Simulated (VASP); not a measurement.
# Zn2SbO3 (P6/mmm) in VASP: notebook

Runs on Zn2SbO3. Level: PBE. Tasks: single point.

All numbers are computed with VASP 6.6.1; they aren't measurements. Logs are shortened: lines on timing, memory, paths and dates and some standing lists are left out, and cuts for length are marked.

### Step 1. The cell of the first run

It takes space group P6/mmm (No. 191, hexagonal). The conventional cell has a = 5.532 Å, b = 5.532 Å, c = 2.832 Å, α = 90.00°, β = 90.00°, γ = 120.00°. Within 2.8 Å of Zn (site symmetry -6m2) lie 6 O at 2.13 Å. Sb (site symmetry 6/mmm) has 2 Sb at 2.83 Å and 12 O at 3.11 Å and 6 Zn at 3.19 Å within 3.7 Å. O (site symmetry mmm) has 4 Zn at 2.13 Å and 4 O at 2.77 Å within 2.8 Å.

### Step 2. Single point, PBE

Input file INCAR:

```
ALGO = Normal
EDIFF = 1E-7
ENCUT = 520
GGA = PE
ISIF = 2
ISMEAR = 0
LASPH = T
LCHARG = T
LELF = T
LREAL = F
LVHAR = T
LWAVE = F
NBANDS = 32
NELM = 60
PREC = Accurate
SIGMA = 0.1
```

Input file KPOINTS:

```
k-points
0
Gamma
  6 6 6
```

Input file POSCAR:

```
Zn2SbO3
1.0
    5.5318508445      0.0000000000      0.0000000000
   -2.7659254223      4.7907233613      0.0000000000
    0.0000000000      0.0000000000      2.8319781165
Zn Sb O
2 1 3
Direct
    0.6666666667      0.3333333333      0.0000000000
    0.3333333333      0.6666666667      0.0000000000
    0.0000000000      0.0000000000      0.0000000000
    0.5000000000      0.0000000000      0.5000000000
    0.0000000000      0.5000000000      0.5000000000
    0.5000000000      0.5000000000      0.5000000000
```

Potentials or basis: VASP PAW PBE potentials, release 64 (Zn, Sb, O).

On the command line:

```
$ cat potpaw_PBE.64/Zn/POTCAR potpaw_PBE.64/Sb/POTCAR potpaw_PBE.64/O/POTCAR > POTCAR
$ mpirun -np 1 vasp_std > vasp.out
```

OUTCAR:

```text
EDIFF = 1E-7
   ENCUT = 520
   GGA = PE
   ISIF = 2
   ISMEAR = 0
   LASPH = T
   LREAL = F
   NELM = 60
   PREC = Accurate

 ion  position               nearest neighbor table
   1  0.667  0.333  0.000-   5 2.13   5 2.13   4 2.13   4 2.13   6 2.13   6 2.13   3 3.19   3 3.19
                             3 3.19
   2  0.333  0.667  0.000-   5 2.13   5 2.13   4 2.13   4 2.13   6 2.13   6 2.13   3 3.19   3 3.19
                             3 3.19
   3  0.000  0.000  0.000-   1 3.19   2 3.19   1 3.19   2 3.19   1 3.19   2 3.19
   4  0.500  0.000  0.500-   1 2.13   2 2.13   1 2.13   2 2.13
   5  0.000  0.500  0.500-   1 2.13   2 2.13   1 2.13   2 2.13
   6  0.500  0.500  0.500-   1 2.13   2 2.13   1 2.13   2 2.13

  LATTYP: Found a hexagonal cell.
 ALAT       =     5.5318508445
 C/A-ratio  =     0.5119404330

  Lattice vectors:

 A1 = (   5.5318508445,   0.0000000000,   0.0000000000)
 A2 = (  -2.7659254223,   4.7907233613,   0.0000000000)
 A3 = (   0.0000000000,   0.0000000000,   2.8319781165)

Analysis of symmetry for initial positions (statically):
=====================================================================
 Subroutine PRICEL returns:
 Original cell was already a primitive cell.

 Routine SETGRP: Setting up the symmetry group for a
 hexagonal supercell.

 Subroutine GETGRP returns: Found 24 space group operations
 (whereof 24 operations were pure point group operations)
 out of a pool of 24 trial point group operations.

The static configuration has the point symmetry D_6h.

Analysis of symmetry for dynamics (positions and initial velocities):
=====================================================================
 Subroutine PRICEL returns:
 Original cell was already a primitive cell.

 Routine SETGRP: Setting up the symmetry group for a
 hexagonal supercell.

 Subroutine GETGRP returns: Found 24 space group operations
 (whereof 24 operations were pure point group operations)
 out of a pool of 24 trial point group operations.

The dynamic configuration has the point symmetry D_6h.

 Subroutine INISYM returns: Found 24 space group operations
 (whereof 24 operations are pure point group operations),
 and found     1 'primitive' translations

----------------------------------------------------------------------------------------

                                     Primitive cell

  volume of cell :      75.0519

  direct lattice vectors                    reciprocal lattice vectors
[... 93 lines left out ...]
   ENCUT  =  520.0 eV  38.22 Ry    6.18 a.u.  10.29 10.29  5.27*2*pi/ulx,y,z
   NELM   =     60;   NELMIN=  2; NELMDL= -5     # of ELM steps
   EDIFF  = 0.1E-06   stopping-criterion for ELM
   LREAL  =      F    real-space projection
   EDIFFG = 0.1E-05   stopping-criterion for IOM
   NSW    =      0    number of steps for IOM
   IBRION =     -1    ionic relax: 0-MD 1-quasi-New 2-CG
   NFREE  =      0    steps in history (QN), initial steepest desc. (CG)
   ISIF   =      2    stress and relaxation
   ISYM   =      2    0-nonsym 1-usesym 2-fastsym
   POTIM  = 0.5000    time-step for ionic-motion
   TEBEG  =    0.0;   TEEND  =   0.0 temperature during run
   PSTRESS=    0.0 pullay stress
   NELECT =      47.0000    total number of electrons
   NUPDOWN=      -1.0000    fix difference up-down
   EMIN   =  10.00;   EMAX   =-10.00  energy-range for DOS
   EFERMI =   0.00;   METHOD = LEGACY
   ISMEAR =     0;   SIGMA  =   0.10  broadening in eV -4-tet -1-fermi 0-gaus
   EFERMI_NEDOS =   21; number of points for ismear=-14 and -15
   IALGO  =     38    algorithm
   IMIX   =      4    mixing-type and parameters
     AMIX     =   0.40;   BMIX     =  1.00
     AMIX_MAG =   1.60;   BMIX_MAG =  1.00
  volume/ion in A,a.u.               =      12.51        84.41
  Fermi-wavevector in a.u.,A,eV,Ry     =   1.400620  2.646788 26.691041  1.961736
  Thomas-Fermi vector in A             =   2.523562
   LORBIT       =      0    0 simple, 1 ext, 2 COOP (PROOUT), +10 PAW based schemes
   GGA     = PE    functional components
   LHFCALC =     F    Hartree Fock is set to
   AEXX    =    0.0000 exact exchange contribution
   IVDW    =     0    specifies the selected vdW correction
   LEPSILON=     F    determine dielectric tensor
   LRPA    =     F    only Hartree local field effects (RPA)
 non-spin polarized calculation
 Gauss-broadening in eV      SIGMA  =   0.10
  energy-cutoff  :      520.00
  volume of cell :       75.05
 maximum number of plane-waves:      2069
 NGX is ok and might be reduce to    42
   NGX = 21   NGY = 21   NGZ = 11

 number of electron      46.9999989 magnetization

 Free energy of the ion-electron system (eV)
  ---------------------------------------------------
  ext. energy  EPLUGINS =         0.00000000
  ---------------------------------------------------
  free energy    TOTEN  =       -24.60760306 eV

  energy without entropy =      -24.59505264  energy(sigma->0) =      -24.60132785

 E-fermi :   4.5623     XC(G=0): -11.4053

 val. band max:        4.5622178826   @ k =   0.3333   0.1667   0.5000
 cond. band min:       4.5827920383   @ k =   0.1667   0.1667   0.5000
 fundamental gap:      0.0205741557
 Fermi energy:         4.5622736198

 k-point     1 :       0.0000    0.0000    0.0000
  band No.  band energies     occupation
      1     -13.6548      2.00000
      2     -12.3674      2.00000
      3     -12.3674      2.00000
      4      -5.8253      2.00000
      5      -2.8635      2.00000
      6      -1.6103      2.00000
[... 829 lines left out ...]
     31      13.1772      0.00000
     32      14.1661      0.00000

 [... further k-points ...]
[... 5 lines left out ...]
  --------------------------------------------------------------------------------------
  -------------------------------------------------------------------------------------
  Total        0.2273829      0.2273829      0.2328054     -0.0000000     -0.0000000      0.0000000
  in kB        4.8540806      4.8540806      4.9698369     -0.0000000     -0.0000000      0.0000000
  external PRESSURE =       4.8926661 kB  Pullay stress =       0.0000000 kB

 VOLUME and BASIS-vectors are now :
 -----------------------------------------------------------------------------
  energy-cutoff  :      520.00
  volume of cell :       75.05
      direct lattice vectors                 reciprocal lattice vectors
     5.531850845  0.000000000  0.000000000     0.180771324  0.104368372  0.000000000
    -2.765925422  4.790723361  0.000000000     0.000000000  0.208736745  0.000000000
     0.000000000  0.000000000  2.831978117     0.000000000  0.000000000  0.353110073

 POSITION                                       TOTAL-FORCE (eV/Angst)
 -----------------------------------------------------------------------------------
      2.76593      1.59691      0.00000         0.000000      0.000000      0.000000
     -0.00000      3.19382      0.00000         0.000000      0.000000      0.000000
      0.00000      0.00000      0.00000        -0.000000     -0.000000      0.000000
      2.76593      0.00000      1.41599        -0.000000     -0.000000      0.000000
     -1.38296      2.39536      1.41599        -0.000000     -0.000000      0.000000
      1.38296      2.39536      1.41599        -0.000000     -0.000000      0.000000
 -----------------------------------------------------------------------------------
    total drift:                               -0.000000      0.000000      0.000000

  FREE ENERGIE OF THE ION-ELECTRON SYSTEM (eV)
  ---------------------------------------------------
  free  energy   TOTEN  =       -24.6076030578 eV

  energy  without entropy=      -24.5950526426  energy(sigma->0) =      -24.60132785
```

OSZICAR:

```text
N       E                     dE             d eps       ncg     rms          rms(c)
DAV:   1     0.421424027254E+03    0.42142E+03   -0.21635E+04  1792   0.181E+03
DAV:   2     0.210362686297E+02   -0.40039E+03   -0.37276E+03  1976   0.429E+02
DAV:   3    -0.296367813473E+02   -0.50673E+02   -0.49620E+02  2120   0.149E+02
DAV:   4    -0.309693883153E+02   -0.13326E+01   -0.13306E+01  1984   0.264E+01
DAV:   5    -0.309834850611E+02   -0.14097E-01   -0.14095E-01  2112   0.267E+00    0.167E+01
DAV:   6    -0.247951298130E+02    0.61884E+01   -0.20964E+01  2808   0.862E+01    0.103E+01
DAV:   7    -0.247142272579E+02    0.80903E-01   -0.53517E+00  1928   0.197E+01    0.616E+00
DAV:   8    -0.246290150454E+02    0.85212E-01   -0.65063E-01  2384   0.689E+00    0.221E+00
DAV:   9    -0.246084038680E+02    0.20611E-01   -0.62112E-02  2272   0.521E+00    0.337E-01
DAV:  10    -0.246079456602E+02    0.45821E-03   -0.11252E-02  2056   0.926E-01    0.209E-01
DAV:  11    -0.246076078632E+02    0.33780E-03   -0.21404E-03  2088   0.310E-01    0.660E-02
DAV:  12    -0.246076286598E+02   -0.20797E-04   -0.24258E-04  2224   0.126E-01    0.295E-02
DAV:  13    -0.246076049844E+02    0.23675E-04   -0.69382E-05  2080   0.775E-02    0.136E-02
DAV:  14    -0.246076030332E+02    0.19512E-05   -0.78960E-06  1896   0.305E-02    0.362E-03
DAV:  15    -0.246076031071E+02   -0.73886E-07   -0.10704E-06  2128   0.915E-03    0.148E-03
DAV:  16    -0.246076030578E+02    0.49296E-07   -0.22630E-07  1752   0.295E-03
   1 F= -.24607603E+02 E0= -.24601328E+02  d E =-.125504E-01
```

It took 54 s on 1 thread of AMD EPYC 9R45 (Zen 5), shared host; peak memory 0.2 GiB.

What came out:

```yaml
Free_energy: -24.6076 eV
Pressure: 0.5 GPa
```

Caveat: the k points lie up to 0.37 Å⁻¹ apart; spin-orbit coupling is left out, which moves the levels of the heavy elements; an odd number of electrons without spin polarisation forces a metal; a magnetic or distorted state may lie lower.

### Step 3. Single point, PBE

This run uses another cell than the first one, of 13.79 Å³/atom, 1.103 times its volume.

Input file INCAR:

```
SYSTEM = Zn2SbO3
PREC     = Accurate       ! precision mode
ENCUT    = 520            ! plane-wave cutoff, eV
EDIFF    = 1E-7           ! SCF threshold, eV
ISMEAR   = 0              ! smearing method
SIGMA    = 0.1            ! smearing width, eV
LREAL    = .FALSE.        ! projectors in reciprocal space
LASPH    = .TRUE.         ! aspherical terms in the spheres
NELM     = 80             ! most SCF steps
ALGO     = Normal         ! electronic algorithm
ISIF     = 2              ! what is computed and relaxed
LWAVE    = .FALSE.        ! write WAVECAR
LCHARG   = .FALSE.        ! write CHGCAR
GGA      = PE             ! functional
NBANDS   = 32             ! bands
```

Input file KPOINTS:

```
regular mesh
0
G
  6 6 6
  0 0 0
```

Input file POSCAR:

```
Zn2SbO3
1.0
    5.4858760400      0.0000000000      0.0000000000
   -2.7429380200      4.7509080100      0.0000000000
    0.0000000000      0.0000000000      3.1751862700
Zn Sb O
2 1 3
Direct
    0.6666666700      0.3333333300      0.0000000000
    0.3333333300      0.6666666700      0.0000000000
    0.0000000000      0.0000000000      0.0000000000
    0.5000000000      0.0000000000      0.5000000000
    0.0000000000      0.5000000000      0.5000000000
    0.5000000000      0.5000000000      0.5000000000
```

Potentials or basis: VASP PAW PBE potentials, release 64 (Zn, Sb, O).

On the command line:

```
$ cat potpaw_PBE.64/Zn/POTCAR potpaw_PBE.64/Sb/POTCAR potpaw_PBE.64/O/POTCAR > POTCAR
$ mpirun -np 1 vasp_std > vasp.out
```

Run time: 54 s. Hardware: 1 thread of AMD EPYC 9R45 (Zen 5), shared host; peak memory 0.2 GiB.

It converged, with:

- Free energy: -23.5285 eV
- Pressure: -11.5 GPa

Stress tensor (GPa, compression positive):
```
 -0.43   0.00   0.00
  0.00  -0.43   0.00
  0.00   0.00 -33.64
```

Levels at points of the mesh, in eV from the Fermi level:
```tsv
k point	band 22	band 23	band 24	band 25	band 26	band 27
(0.00, 0.00, 0.00)	-0.55	-0.55	1.06	1.60	1.60	4.74
(0.50, 0.00, 0.00)	-1.04	-0.76	-0.47	1.05	3.76	4.50
(0.00, 0.00, 0.50)	-0.43	-0.25	-0.25	0.04	0.04	2.41
(0.50, 0.00, 0.50)	-1.14	-0.34	-0.01	0.83	1.58	3.76
```

Caveat: spin-orbit coupling is left out, which moves the levels of the heavy elements; an odd number of electrons without spin polarisation forces a metal; a magnetic or distorted state may lie lower.

### Step 4. Single point, PBE

Input file INCAR:

```
ALGO = Normal
EDIFF = 1E-6
ENCUT = 600
GGA = PE
GGA_COMPAT = F
ISIF = 2
ISMEAR = 0
LASPH = T
LCHARG = T
LELF = T
LREAL = F
LVHAR = T
LWAVE = F
NBANDS = 38
NELM = 120
PREC = Accurate
SIGMA = 0.1
```

Input file KPOINTS:

```
k-points
0
Gamma
  6 6 6
```

Input file POSCAR:

```
Zn2SbO3
1.0
    5.5318508445      0.0000000000      0.0000000000
   -2.7659254223      4.7907233613      0.0000000000
    0.0000000000      0.0000000000      2.8319781165
Zn Sb O
2 1 3
Direct
    0.6666666667      0.3333333333      0.0000000000
    0.3333333333      0.6666666667      0.0000000000
    0.0000000000      0.0000000000      0.0000000000
    0.5000000000      0.0000000000      0.5000000000
    0.0000000000      0.5000000000      0.5000000000
    0.5000000000      0.5000000000      0.5000000000
```

Potentials or basis: VASP PAW PBE potentials, release 64 (Zn, Sb_d_GW, O).

On the command line:

```
$ cat potpaw_PBE.64/Zn/POTCAR potpaw_PBE.64/Sb_d_GW/POTCAR potpaw_PBE.64/O/POTCAR > POTCAR
$ mpirun -np 1 vasp_std > vasp.out
```

Wall time 50 s (1 thread of Intel Xeon 6975P-C (Granite Rapids), shared host); peak memory 0.28 GiB.

It converged, with:

```
Free energy : -24.6177 eV
Pressure    : 0.4 GPa
```

Levels at points of the mesh, in eV from the Fermi level:
```
           k point  band 25  band 26  band 27  band 28  band 29  band 30  band 31  band 32
(0.00, 0.00, 0.00)    -1.01    -1.01    -0.19    -0.19     1.80     1.80     2.36     5.83
(0.50, 0.00, 0.00)    -1.24    -1.17    -0.84    -0.73    -0.19     1.23     5.36     5.38
(0.00, 0.00, 0.50)    -2.20    -2.20    -0.60     0.05     0.05     0.52     0.52     3.42
(0.50, 0.00, 0.50)    -1.78    -1.67    -1.18    -0.79     0.03     1.54     2.27     4.77
```

Caveat: the k points lie up to 0.37 Å⁻¹ apart; spin-orbit coupling is left out, which moves the levels of the heavy elements; an odd number of electrons without spin polarisation forces a metal; a magnetic or distorted state may lie lower.

### Step 5. Summary

| potentials or basis | cell | cutoff (eV) | second run | gap on the mesh (eV) | pressure (GPa) |
| --- | --- | --- | --- | --- | --- |
| VASP PAW PBE potentials, release 64 (Zn, Sb, O) | a = 5.532, b = 5.532, c = 2.832 Å, angles 90.0, 90.0, 120.0°, 6 atoms | 520 | - | none | 0.5 |
| VASP PAW PBE potentials, release 64 (Zn, Sb, O) | a = 5.486, b = 5.486, c = 3.175 Å, angles 90.0, 90.0, 120.0°, 6 atoms | 520 | - | none | -11.5 |
| VASP PAW PBE potentials, release 64 (Zn, Sb_d_GW, O) | a = 5.532, b = 5.532, c = 2.832 Å, angles 90.0, 90.0, 120.0°, 6 atoms | 600 | valence_matched | none | 0.4 |

Alike in all rows: task single point; level PBE; no spin polarisation; k mesh 6 × 6 × 6; smearing gaussian 0.1 eV.

Caveats: some runs use coarse meshes; spin-orbit coupling is left out, which moves the levels of the heavy elements; an odd number of electrons without spin polarisation forces a metal; a magnetic or distorted state may lie lower.

Total energies depend on the potentials used, so only differences within one code and one set of settings carry meaning.
